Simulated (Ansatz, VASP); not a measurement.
# Au: VASP beside Ansatz

INCAR

```
PREC = Accurate
ENCUT = 520
EDIFF = 1E-6
ISMEAR = 0
SIGMA = 0.15
LREAL = False
LASPH = True
NELM = 80
ALGO = Normal
ISIF = 2
LWAVE = False
LCHARG = False
GGA = PS
NBANDS = 12
```

Contents of KPOINTS:

```
Automatic mesh
0
Gamma
  20 20 20
```

POSCAR

```
Au
1.0
    0.0000000000      2.0761825000      1.9841350000
    2.0761825000      0.0000000000      1.9841350000
    2.0761825000      2.0761825000      0.0000000000
Au
1
Direct
    0.0000000000      0.0000000000      0.0000000000
```

Input for Ansatz:

```yaml
crystal:
  lattice:
    - [0.0, 2.0761825, 1.984135]
    - [2.0761825, 0.0, 1.984135]
    - [2.0761825, 2.0761825, 0.0]
  atoms:
    - { symbol: Au, position: [0.0, 0.0, 0.0] }
basis:
  ecutwfc: 420
kpoints:
  mp_grid: { grid: [20, 20, 20] }
hamiltonian:
  xc: pbesol
scf:
  occupations: { method: gaussian, width: 0.15 }
output:
  forces: true
  stress: true
  eigenvalues: true
```

Change from the starting cell: strain +0.015 along x and y, -0.030 along z, atoms carried along.

Alike in both runs: task single point; functional PBEsol; k mesh 20 × 20 × 20; occupations gaussian, width 0.15 eV; no spin polarisation.

|  | VASP | Ansatz |
| --- | --- | --- |
| version | VASP 6.6.1 | Ansatz 0.2.0 |
| potentials or method | VASP PAW PBE potentials, release 64 (Au), cutoff 520 eV | scalar-relativistic, plane waves, PAW |
| valence electrons in the cell | 11 | 19 |

Ansatz gave:

| Quantity | Value |
| --- | --- |
| gap on the k mesh at the Fermi level (eV) | none |
| pressure (GPa) | -0.8 |
| traceless stress, the component that is largest in VASP (GPa) | 0.80 |

Q: Which values does VASP return?

A: gap on the k mesh at the Fermi level (eV): none; pressure (GPa): -1.1; traceless stress, the component that is largest in VASP (GPa): 0.81.

VASP's potentials were made for PBE, not for PBEsol. A gap of «none» marks a metal or a gap that the smearing closes. With one functional, cell and mesh, what is left measures potentials, basis and numerics. VASP's potentials hold 11 valence electrons a cell and Ansatz's 19, so a difference there can come from the potentials and not from the codes.

Spin-orbit coupling is off throughout.
